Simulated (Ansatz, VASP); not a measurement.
**One calculation of AlRu, two programs**

File INCAR:

```
PREC = Accurate ; ENCUT = 520
EDIFF = 1E-6 ; ISMEAR = -1
SIGMA = 0.05 ; LREAL = False
LASPH = True ; NELM = 100
ALGO = Normal ; ISIF = 2
LWAVE = False ; LCHARG = True
GGA = PS ; LELF = True
LVHAR = True ; NBANDS = 16
```

Contents of KPOINTS:

```
Automatic mesh
0
Gamma
  12 12 12
```

Contents of POSCAR:

```
AlRu
1.0
    2.9916000000      0.0000000000      0.0000000000
    0.0000000000      2.9916000000      0.0000000000
    0.0000000000      0.0000000000      2.9616840000
Al Ru
1 1
Direct
    0.0000000000      0.0000000000      0.0000000000
    0.5000000000      0.5000000000      0.5000000000
```

Input for Ansatz:

```yaml
crystal:
  lattice:
    - [2.9916, 0.0, 0.0]
    - [0.0, 2.9916, 0.0]
    - [0.0, 0.0, 2.961684]
  atoms:
    - { symbol: Al, position: [0.0, 0.0, 0.0] }
    - { symbol: Ru, position: [0.5, 0.5, 0.5] }
kpoints:
  mp_grid: { grid: [12, 12, 12] }
  band_path:
    path:
      - [0.0, 0.0, 0.0]
      - [0.0, 0.5, 0.0]
      - [0.5, 0.5, 0.0]
      - [0.0, 0.0, 0.0]
      - [0.0, 0.0, 0.5]
      - [0.0, 0.5, 0.5]
      - [0.5, 0.5, 0.5]
      - [0.0, 0.0, 0.5]
      - [0.0, 0.5, 0.0]
    npoints: 5
scf:
  occupations: { method: fermi_dirac, width: 0.05 }
hamiltonian:
  xc: pbesol
  pseudopotentials: { kind: all_electron, lapw: { basis_error: 0.001 } }
output:
  forces: true
  stress: true
  eigenvalues: true
```

Change from the starting cell: zz strain of -1 %.

Alike in both runs: task single point; functional PBEsol; k mesh 12 × 12 × 12; occupations fermi-dirac, width 0.05 eV; no spin polarisation.

|  | VASP | Ansatz |
| --- | --- | --- |
| version | VASP 6.6.1 | Ansatz 0.2.0 |
| potentials or method | VASP PAW PBE potentials, release 64 (Al, Ru_pv), cutoff 520 eV | all-electron LAPW, scalar-relativistic |

```tsv
	VASP	Ansatz	Ansatz less VASP
pressure (GPa)	-1.2	-1.3	-0.12
traceless stress, the component that is largest in VASP (GPa)	1.23	1.23	-0.006
```

VASP's potentials were made for PBE, not for PBEsol. Ansatz ran all-electron here, and VASP with PAW potentials.
